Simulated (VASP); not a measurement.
# NbRu3C (P-6m2) in VASP: further runs, part 3 of 3

VASP 6.6.1. The steps go on from the part before.

## Step 6: Relaxation of cell and atoms, PBE

The input, INCAR:

```
SYSTEM = NbRu3C
PREC = Accurate ; ENCUT = 600
EDIFF = 1E-7 ; ISMEAR = 0
SIGMA = 0.1 ; LREAL = .FALSE.
LASPH = .TRUE. ; NELM = 100
ALGO = Normal ; ISIF = 3
LWAVE = .FALSE. ; LCHARG = .FALSE.
GGA = PE ; IBRION = 2
NSW = 90 ; EDIFFG = -0.04
```

The input, KPOINTS:

```
Automatic mesh
0
G
  6 6 6
  0 0 0
```

The input, POSCAR:

```
NbRu3C
1.0
    5.3939223098      0.0000000000      0.0000000000
   -2.6969611549      4.6712737463      0.0000000000
    0.0000000000      0.0000000000      2.7745328384
Nb Ru C
1 3 1
Direct
    0.6666666667      0.3333333333      0.5000000000
    0.1652168860      0.8347831140      0.5000000000
    0.1652168860      0.3304337719      0.5000000000
    0.6695662281      0.8347831140      0.5000000000
    0.3333333333      0.6666666667      0.0000000000
```

Potentials or basis: VASP PAW PBE potentials, release 64 (Nb_sv, Ru_pv, C).

Started as:

```sh
$ cat potpaw_PBE.64/Nb_sv/POTCAR potpaw_PBE.64/Ru_pv/POTCAR potpaw_PBE.64/C/POTCAR > POTCAR
$ mpirun -np 1 vasp_std > vasp.out
```

It took 3.1 min on 1 thread of Intel Xeon 6975P-C (Granite Rapids), shared host; peak memory 0.28 GiB.

The run converged. Its results:

* Free energy: -44.6747 eV
* Relaxed volume: 14.01 Å³/atom
* Relaxed cell: a = 5.388 Å, b = 5.388 Å, c = 2.786 Å, α = 90.00°, β = 90.00°, γ = 120.00°
* Space group after relaxing (to 0.1 Å): P-6m2 (No. 187)
* Energy gained by relaxing: 0.9 meV/atom
* Ionic steps: 5
* Pressure after relaxing: 0.0 GPa
* Band gap on the k mesh: zero (an odd number of electrons rules out a gap without spin polarisation)

The path:
```
step  energy change (eV)  largest force (eV/Å)  pressure (GPa)  volume (Å³)
   1              0.0000                0.2482            0.75        69.91
   2              0.0009                0.2221           -2.02        70.57
   3             -0.0037                0.0243           -0.60        70.22
   4             -0.0035                0.0329            0.70        69.85
   5             -0.0043                0.0015            0.00        70.05
```

Final structure:
```cif
data_structure
_symmetry_space_group_name_H-M 'P 1'
_symmetry_Int_Tables_number 1
_cell_length_a 5.3879
_cell_length_b 5.3879
_cell_length_c 2.7863
_cell_angle_alpha 90.000
_cell_angle_beta 90.000
_cell_angle_gamma 120.000
_cell_volume 70.05
loop_
_atom_site_label
_atom_site_type_symbol
_atom_site_fract_x
_atom_site_fract_y
_atom_site_fract_z
_atom_site_occupancy
Nb1 Nb 0.66667 0.33333 0.50000 1
Ru1 Ru 0.16447 0.83553 0.50000 1
Ru2 Ru 0.16447 0.32893 0.50000 1
Ru3 Ru 0.67107 0.83553 0.50000 1
C1 C 0.33333 0.66667 0.00000 1
```

Levels at points of the mesh, in eV from the Fermi level:
```
           k point  band 27  band 28  band 29  band 30  band 31  band 32
(0.00, 0.00, 0.00)    -1.35     0.07     0.07     0.50     0.50     0.58
(0.50, 0.00, 0.00)    -1.05    -0.81    -0.64    -0.52    -0.27     0.58
(0.00, 0.00, 0.50)     0.27     0.88     0.88     2.06     2.06     2.07
(0.50, 0.00, 0.50)    -1.34    -0.28     0.23     0.37     0.49     1.58
```

Caveat: the k points lie up to 0.38 Å⁻¹ apart in the final cell, too coarse for converged energies and pressures of a metal.

## Step 7: Single point, PBE

The input, INCAR:

```
ALGO = Normal ; EDIFF = 1E-6
ENCUT = 520 ; GGA = PE
ISIF = 2 ; ISMEAR = 0
LASPH = True ; LCHARG = False
LREAL = False ; LWAVE = False
NBANDS = 38 ; NELM = 60
PREC = Accurate ; SIGMA = 0.1
```

The input, KPOINTS:

```
k-points
0
Gamma
  12 12 14
```

The input, POSCAR:

```
NbRu3C
1.0
    5.3961299705      0.0000000000      0.0000000000
   -2.6980649853      4.6731856366      0.0000000000
    0.0000000000      0.0000000000      2.7716365717
Nb Ru C
1 3 1
Direct
    0.6666666667      0.3333333333      0.5000000000
    0.1641212568      0.8358787432      0.5000000000
    0.1641212568      0.3282425136      0.5000000000
    0.6717574864      0.8358787432      0.5000000000
    0.3333333333      0.6666666667      0.0000000000
```

Potentials or basis: VASP PAW PBE potentials, release 64 (Nb_sv, Ru_pv, C).

Started as:

```sh
$ cat potpaw_PBE.64/Nb_sv/POTCAR potpaw_PBE.64/Ru_pv/POTCAR potpaw_PBE.64/C/POTCAR > POTCAR
$ mpirun -np 1 vasp_std > vasp.out
```

OUTCAR:

```text
EDIFF = 1E-6
   ENCUT = 520
   GGA = PE
   ISIF = 2
   ISMEAR = 0
   LASPH = True
   LREAL = False
   NELM = 60
   PREC = Accurate

 ion  position               nearest neighbor table
   1  0.667  0.333  0.500-   3 2.70   4 2.70   2 2.70   2 2.70   3 2.70   4 2.70
   2  0.164  0.836  0.500-   5 2.10   5 2.10   4 2.66   3 2.66   1 2.70   1 2.70   4 2.74   3 2.74

   3  0.164  0.328  0.500-   5 2.10   5 2.10   4 2.66   2 2.66   1 2.70   1 2.70   4 2.74   2 2.74

   4  0.672  0.836  0.500-   5 2.10   5 2.10   3 2.66   2 2.66   1 2.70   1 2.70   3 2.74   2 2.74

   5  0.333  0.667  0.000-   2 2.10   2 2.10   4 2.10   4 2.10   3 2.10   3 2.10

  LATTYP: Found a hexagonal cell.
 ALAT       =     5.3961299705
 C/A-ratio  =     0.5136341391

  Lattice vectors:

 A1 = (   5.3961299705,   0.0000000000,   0.0000000000)
 A2 = (  -2.6980649853,   4.6731856366,   0.0000000000)
 A3 = (   0.0000000000,   0.0000000000,   2.7716365717)

Analysis of symmetry for initial positions (statically):
=====================================================================
 Subroutine PRICEL returns:
 Original cell was already a primitive cell.

 Routine SETGRP: Setting up the symmetry group for a
 hexagonal supercell.

 Subroutine GETGRP returns: Found 12 space group operations
 (whereof 12 operations were pure point group operations)
 out of a pool of 24 trial point group operations.

The static configuration has the point symmetry D_3h.

Analysis of symmetry for dynamics (positions and initial velocities):
=====================================================================
 Subroutine PRICEL returns:
 Original cell was already a primitive cell.

 Routine SETGRP: Setting up the symmetry group for a
 hexagonal supercell.

 Subroutine GETGRP returns: Found 12 space group operations
 (whereof 12 operations were pure point group operations)
 out of a pool of 24 trial point group operations.

The dynamic configuration has the point symmetry D_3h.

 Subroutine INISYM returns: Found 12 space group operations
 (whereof 12 operations are pure point group operations),
 and found     1 'primitive' translations

----------------------------------------------------------------------------------------

                                     Primitive cell

  volume of cell :      69.8927

  direct lattice vectors                    reciprocal lattice vectors
     5.396129970  0.000000000  0.000000000     0.185317997  0.106993396  0.000000000
    -2.698064985  4.673185637  0.000000000     0.000000000  0.213986791  0.000000000
     0.000000000  0.000000000  2.771636572     0.000000000  0.000000000  0.360797664

  length of vectors
     5.396129970  5.396129971  2.771636572     0.213986791  0.213986791  0.360797664

  position of ions in fractional coordinates (direct lattice)
     0.666666667  0.333333333  0.500000000
     0.164121257  0.835878743  0.500000000
     0.164121257  0.328242514  0.500000000
     0.671757486  0.835878743  0.500000000
     0.333333333  0.666666667  0.000000000

  ion indices of the primitive-cell ions
   primitive index   ion index
                 1           1
                 2           2
                 3           3
                 4           4
                 5           5

----------------------------------------------------------------------------------------

 KPOINTS: k-points

Automatic generation of k-mesh.
 Grid dimensions read from file:
 generate k-points for:   12   12   14

 Generating k-lattice:

  Cartesian coordinates                     Fractional coordinates (reciprocal lattice)
     0.015443166  0.008916116  0.000000000     0.083333333  0.000000000  0.000000000
     0.000000000  0.017832233  0.000000000     0.000000000  0.083333333  0.000000000
     0.000000000  0.000000000  0.025771262     0.000000000  0.000000000  0.071428571

  Length of vectors
     0.017832233  0.017832233  0.025771262

  Shift w.r.t. Gamma in fractional coordinates (k-lattice)
     0.000000000  0.000000000  0.000000000

 Subroutine IBZKPT returns following result:
 ===========================================

 Found    152 irreducible k-points:

 Following reciprocal coordinates:
            Coordinates               Weight
  0.000000  0.000000  0.000000      1.000000
  0.083333 -0.000000  0.000000      6.000000
  0.166667  0.000000  0.000000      6.000000
  0.250000 -0.000000  0.000000      6.000000
  0.333333  0.000000  0.000000      6.000000
  0.416667 -0.000000  0.000000      6.000000
[... 16 lines left out ...]
  0.250000 -0.000000  0.071429     12.000000
  0.333333  0.000000  0.071429     12.000000
 [... further k-points ...]
   k-points           NKPTS =    152   k-points in BZ     NKDIM =    152   number of bands    NBANDS=     38
   number of dos      NEDOS =    301   number of ions     NIONS =      5
   total plane-waves  NPLWV =  38400
   dimension x,y,z NGX =    40 NGY =   40 NGZ =   24
   dimension x,y,z NGXF=    80 NGYF=   80 NGZF=   48
   ions per type =               1   3   1
   NGX,Y,Z   is equivalent  to a cutoff of  12.32, 12.32, 14.40 a.u.
   NGXF,Y,Z  is equivalent  to a cutoff of  24.65, 24.65, 28.79 a.u.
 SYSTEM =  unknown system
   PREC   = accura    normal or accurate (medium, high low for compatibility)
   ISTART =      0    job   : 0-new  1-cont  2-samecut
   ICHARG =      2    charge: 1-file 2-atom 10-const
   ISPIN  =      1    spin polarized calculation?
   LNONCOLLINEAR =      F non collinear calculations
   LSORBIT =      F    spin-orbit coupling
   LASPH  =      T    aspherical Exc in radial PAW
   ENCUT  =  520.0 eV  38.22 Ry    6.18 a.u.  10.03 10.03  5.15*2*pi/ulx,y,z
   NELM   =     60;   NELMIN=  2; NELMDL= -5     # of ELM steps
   EDIFF  = 0.1E-05   stopping-criterion for ELM
   LREAL  =      F    real-space projection
[... 7 lines left out ...]
   TEBEG  =    0.0;   TEEND  =   0.0 temperature during run
   PSTRESS=    0.0 pullay stress
   NELECT =      59.0000    total number of electrons
   NUPDOWN=      -1.0000    fix difference up-down
   EMIN   =  10.00;   EMAX   =-10.00  energy-range for DOS
   EFERMI =   0.00;   METHOD = LEGACY
   ISMEAR =     0;   SIGMA  =   0.10  broadening in eV -4-tet -1-fermi 0-gaus
   EFERMI_NEDOS =   21; number of points for ismear=-14 and -15
   IALGO  =     38    algorithm
   IMIX   =      4    mixing-type and parameters
     AMIX     =   0.40;   BMIX     =  1.00
     AMIX_MAG =   1.60;   BMIX_MAG =  1.00
  volume/ion in A,a.u.               =      13.98        94.33
  Fermi-wavevector in a.u.,A,eV,Ry     =   1.547206  2.923796 32.570276  2.393848
  Thomas-Fermi vector in A             =   2.652333
   LORBIT       =      0    0 simple, 1 ext, 2 COOP (PROOUT), +10 PAW based schemes
   GGA     = PE    functional components
   LHFCALC =     F    Hartree Fock is set to
   AEXX    =    0.0000 exact exchange contribution
   IVDW    =     0    specifies the selected vdW correction
   LEPSILON=     F    determine dielectric tensor
   LRPA    =     F    only Hartree local field effects (RPA)
 non-spin polarized calculation
 Gauss-broadening in eV      SIGMA  =   0.10
  energy-cutoff  :      520.00
  volume of cell :       69.89
 maximum number of plane-waves:      1900
   NGX = 21   NGY = 21   NGZ = 11

 number of electron      58.9999995 magnetization

 Free energy of the ion-electron system (eV)
  ---------------------------------------------------
  ext. energy  EPLUGINS =         0.00000000
  ---------------------------------------------------
  free energy    TOTEN  =       -44.69886166 eV

  energy without entropy =      -44.67865576  energy(sigma->0) =      -44.68875871

 E-fermi :  11.0076     XC(G=0): -13.0332

 val. band max:       11.0045422227   @ k =   0.0000   0.0000   0.0000
 cond. band min:      11.0086847462   @ k =   0.2500   0.1667   0.0714
 fundamental gap:      0.0041425235
 Fermi energy:        11.0076496582

 k-point     1 :       0.0000    0.0000    0.0000
  band No.  band energies     occupation
      1     -44.2920      2.00000
      2     -32.2384      2.00000
      3     -31.8236      2.00000
      4     -31.8236      2.00000
      5     -31.5338      2.00000
      6     -31.4524      2.00000
[... 30 lines left out ...]
     37      14.4091      0.00000
     38      15.3184      0.00000
[... 941 lines left out ...]
     37      14.0392      0.00000
     38      15.5803      0.00000

 [... further k-points ...]
[... 5 lines left out ...]
  --------------------------------------------------------------------------------------
  -------------------------------------------------------------------------------------
  Total       -0.0109263     -0.0109263      0.0126235      0.0000000      0.0000000     -0.0000000
  in kB       -0.2504685     -0.2504685      0.2893727      0.0000000      0.0000000     -0.0000000
  external PRESSURE =      -0.0705215 kB  Pullay stress =       0.0000000 kB

 VOLUME and BASIS-vectors are now :
 -----------------------------------------------------------------------------
  energy-cutoff  :      520.00
  volume of cell :       69.89
      direct lattice vectors                 reciprocal lattice vectors
     5.396129970  0.000000000  0.000000000     0.185317997  0.106993396  0.000000000
    -2.698064985  4.673185637  0.000000000     0.000000000  0.213986791  0.000000000
     0.000000000  0.000000000  2.771636572     0.000000000  0.000000000  0.360797664

 POSITION                                       TOTAL-FORCE (eV/Angst)
 -----------------------------------------------------------------------------------
      2.69806      1.55773      1.38582         0.000000      0.000000      0.000000
     -1.36964      3.90622      1.38582        -0.020512      0.011843     -0.000000
     -0.00000      1.53394      1.38582         0.000000     -0.023685      0.000000
      1.36964      3.90622      1.38582         0.020512      0.011843     -0.000000
     -0.00000      3.11546      0.00000         0.000000      0.000000      0.000000
 -----------------------------------------------------------------------------------
    total drift:                               -0.000000      0.000000      0.000000

  FREE ENERGIE OF THE ION-ELECTRON SYSTEM (eV)
  ---------------------------------------------------
  free  energy   TOTEN  =       -44.6988616551 eV

  energy  without entropy=      -44.6786557559  energy(sigma->0) =      -44.68875871
```

OSZICAR:

```text
N       E                     dE             d eps       ncg     rms          rms(c)
DAV:   1     0.714294124884E+03    0.71429E+03   -0.34802E+04 11672   0.166E+03
DAV:   2    -0.103833845643E+02   -0.72468E+03   -0.70538E+03 12500   0.564E+02
DAV:   3    -0.463087350730E+02   -0.35925E+02   -0.34440E+02 18054   0.113E+02
DAV:   4    -0.482958430901E+02   -0.19871E+01   -0.19553E+01 16186   0.220E+01
DAV:   5    -0.483653749024E+02   -0.69532E-01   -0.69433E-01 16196   0.401E+00    0.275E+01
DAV:   6    -0.449398627234E+02    0.34255E+01   -0.18153E+01 15678   0.250E+01    0.682E+00
DAV:   7    -0.447148824806E+02    0.22498E+00   -0.19543E+00 14164   0.868E+00    0.559E+00
DAV:   8    -0.447491903717E+02   -0.34308E-01   -0.58906E-01 14652   0.389E+00    0.211E+00
DAV:   9    -0.447075918485E+02    0.41599E-01   -0.24569E-01 18584   0.277E+00    0.134E+00
DAV:  10    -0.446991051882E+02    0.84867E-02   -0.57623E-02 15648   0.130E+00    0.486E-01
DAV:  11    -0.446989709062E+02    0.13428E-03   -0.11779E-02 14400   0.726E-01    0.823E-02
DAV:  12    -0.446988485999E+02    0.12231E-03   -0.95268E-04 15128   0.218E-01    0.459E-02
DAV:  13    -0.446988623402E+02   -0.13740E-04   -0.78812E-05 16550   0.501E-02    0.106E-02
DAV:  14    -0.446988616551E+02    0.68504E-06   -0.45974E-06 12860   0.130E-02
   1 F= -.44698862E+02 E0= -.44688759E+02  d E =-.202059E-01
```

stdout:

```text
POSCAR found type information on POSCAR NbRuC
 POSCAR found :  3 types and       5 ions
 scaLAPACK will be used
 LDA part: xc-table for (Slater+PW92), standard interpolation
 POSCAR, INCAR and KPOINTS ok, starting setup
 FFT: planning ... GRIDC
 FFT: planning ... GRID_SOFT
 FFT: planning ... GRID
 WAVECAR not read
 entering main loop
```

It took 2.4 min on 1 thread of Intel Xeon 6975P-C (Granite Rapids), shared host; peak memory 0.44 GiB.

What came out:

```
Free energy            : -44.6989 eV
Pressure               : 0.0 GPa
Largest force          : 0.024 eV/Å
Band gap on the k mesh : zero (an odd number of electrons rules out a gap without spin polarisation)
```

Forces in eV/Å, atoms in the order of the input:
```
Nb   0.000  0.000  0.000
Ru  -0.021  0.012  0.000
Ru   0.000 -0.024  0.000
Ru   0.021  0.012  0.000
C    0.000  0.000  0.000
```

## Step 8: Summary

| task | cell | k mesh | cutoff (eV) | gap on the mesh (eV) | pressure (GPa) | relaxed volume (Å³/atom) | largest force (eV/Å) |
| --- | --- | --- | --- | --- | --- | --- | --- |
| single point | a = 5.394, b = 5.394, c = 2.775 Å, angles 90.0, 90.0, 120.0°, 5 atoms, atomic positions A | 6 × 6 × 4 | 520 | none | 0.1 | - | 0.01 |
| single point | a = 4.142, b = 4.142, c = 4.840 Å, angles 90.0, 90.0, 120.0°, 5 atoms, atomic positions B | 6 × 6 × 4 | 520 | none | 212.6 | - | 20.39 |
| single point | a = 5.390, b = 5.390, c = 2.787 Å, angles 90.0, 90.0, 120.0°, 5 atoms, atomic positions A | 6 × 6 × 6 | 520 | none | -0.2 | - | 0.02 |
| relaxation of cell and atoms | relaxed from a = 4.142, b = 4.142, c = 4.840 Å, angles 90.0, 90.0, 120.0°, 5 atoms, atomic positions B | 6 × 6 × 4 | 600 | none | -0.1 | 13.96 | 0.02 |
| relaxation of cell and atoms | relaxed from a = 5.394, b = 5.394, c = 2.775 Å, angles 90.0, 90.0, 120.0°, 5 atoms, atomic positions A | 6 × 6 × 6 | 600 | none | 0.0 | 14.01 | - |
| single point | a = 5.396, b = 5.396, c = 2.772 Å, angles 90.0, 90.0, 120.0°, 5 atoms, atomic positions A | 12 × 12 × 14 | 520 | none | 0.0 | - | 0.02 |

Alike in all rows: level PBE; potentials or basis VASP PAW PBE potentials, release 64 (Nb_sv, Ru_pv, C); no spin polarisation; smearing gaussian 0.1 eV.

Caveats: some runs use coarse meshes; atoms lie so close that the PAW spheres overlap strongly, which falsifies energies and pressures (at least some runs); the cell stands under pressure (at least some runs); forces of over 1 eV/Å act on the atoms, so gaps and moduli don't describe the material at rest (at least some runs); a cell axis changed by over 15 % at a fixed basis, so the end point is rough (at least some runs).

Total energies depend on the potentials used, so only differences within one code and one set of settings carry meaning.
